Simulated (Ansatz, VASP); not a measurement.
# One calculation of Si, two programs

INCAR

```
PREC     = Accurate       # precision mode
ENCUT    = 520            # plane-wave cutoff, eV
EDIFF    = 1E-7           # SCF threshold, eV
ISMEAR   = 0              # smearing method
SIGMA    = 0.15           # smearing width, eV
LREAL    = False          # projectors in reciprocal space
LASPH    = True           # aspherical terms in the spheres
NELM     = 60             # most SCF steps
ALGO     = Normal         # electronic algorithm
ISIF     = 2              # what is computed and relaxed
LWAVE    = False          # write WAVECAR
LCHARG   = False          # write CHGCAR
GGA      = CA             # functional
NBANDS   = 26             # bands
```

File KPOINTS:

```
Automatic mesh
0
Gamma
  10 10 8
```

The input POSCAR:

```
Si
1.0
    4.4383336898     -2.3738387447      0.0000000000
    4.4383336898      2.3738387447      0.0000000000
    0.0000000000      0.0000000000      5.5940307865
Si
8
Direct
    0.5000000000      0.5000000000      0.7705063100
    0.5000000000      0.5000000000      0.2294936900
    1.0000000000      0.0000000000      0.2705063100
    0.0000000000      1.0000000000      0.7294936900
    0.7262158274      0.7262158274      0.5000000000
    0.2262158274      0.2262158274      0.0000000000
    0.2737841726      0.2737841726      0.5000000000
    0.7737841726      0.7737841726      0.0000000000
```

Input for Ansatz:

```yaml
crystal:
  lattice:
    - [4.4383336898, -2.3738387447, 0.0]
    - [4.4383336898, 2.3738387447, 0.0]
    - [0.0, 0.0, 5.5940307865]
  atoms:
    - { symbol: Si, position: [0.5, 0.5, 0.77050631] }
    - { symbol: Si, position: [0.5, 0.5, 0.22949369] }
    - { symbol: Si, position: [1.0, 0.0, 0.27050631] }
    - { symbol: Si, position: [0.0, 1.0, 0.72949369] }
    - { symbol: Si, position: [0.7262158274, 0.7262158274, 0.5] }
    - { symbol: Si, position: [0.2262158274, 0.2262158274, 0.0] }
    - { symbol: Si, position: [0.2737841726, 0.2737841726, 0.5] }
    - { symbol: Si, position: [0.7737841726, 0.7737841726, 0.0] }
basis:
  ecutwfc: 420
kpoints:
  mp_grid: { grid: [10, 10, 8] }
hamiltonian:
  xc: lda
scf:
  occupations: { method: gaussian, width: 0.15 }
output:
  forces: true
  stress: true
  eigenvalues: true
```

Change from the starting cell: strain -0.025 along x and y, +0.050 along z, atoms carried along.

Alike in both runs: task single point; functional LDA; k mesh 10 × 10 × 8; occupations gaussian, width 0.15 eV; no spin polarisation.

```csv
,VASP,Ansatz
version,VASP 6.6.1,Ansatz 0.2.0
potentials or method,"VASP PAW LDA potentials, release 64 (Si), cutoff 520 eV","scalar-relativistic, plane waves, PAW"
valence electrons in the cell,32,32
```

Ansatz gave:

| Item | Value |
| --- | --- |
| gap on the k mesh at the Fermi level (eV) | none |
| pressure (GPa) | 0.8 |
| traceless stress, the component that is largest in VASP (GPa) | -6.28 |
| rms of the force components (eV/Å) | 0.067 |

Task: What did VASP give for the same quantities?

Result: gap on the k mesh at the Fermi level (eV): none; pressure (GPa): 0.9; traceless stress, the component that is largest in VASP (GPa): -6.30; rms of the force components (eV/Å): 0.069.

LDA's correlation is that of Perdew and Zunger in VASP and of Perdew and Wang (1992) in Ansatz. Atom by atom the forces differ by 0.002 eV/Å (rms over components). A gap of «none» marks a metal or a gap that the smearing closes.
